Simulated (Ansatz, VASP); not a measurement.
SrTiO3: VASP beside Ansatz

```
Sr Ti O
1.0
     3.99528    0.00000    0.00000
     0.00000    3.99528    0.00000
     0.00000    0.00000    3.89138
Sr Ti O
1 1 3
Direct
  0.00000 0.00000 0.00000
  0.50000 0.50000 0.50000
  0.00000 0.50000 0.50000
  0.50000 0.00000 0.50000
  0.50000 0.50000 0.00000
```

Change from the starting cell: mode 1 frozen in at +0.000 Å, equal normal strain along x and y +0.0267.

Alike in both runs: task single point; functional PBEsol; k mesh 8 × 8 × 8; occupations gaussian, width 0.05 eV; no spin polarisation.

|  | VASP | Ansatz |
| --- | --- | --- |
| version | VASP 6.6.1 | Ansatz 0.2.0 |
| potentials or method | VASP PAW PBE potentials, release 64 (Sr_sv, Ti_sv, O), cutoff 520 eV | scalar-relativistic, plane waves, PAW |
| valence electrons in the cell | 40 | 40 |

|  | VASP | Ansatz | Ansatz less VASP |
| --- | --- | --- | --- |
| gap on the k mesh at the Fermi level (eV) | 1.68 | 1.72 | +0.034 |
| least direct gap on the mesh (eV) | 2.07 | 2.09 | +0.019 |
| pressure (GPa) | -8.0 | -8.6 | -0.55 |
| traceless stress, the component that is largest in VASP (GPa) | 3.59 | 3.55 | -0.043 |

VASP's potentials were made for PBE, not for PBEsol, and Ansatz warns of the same on its side.
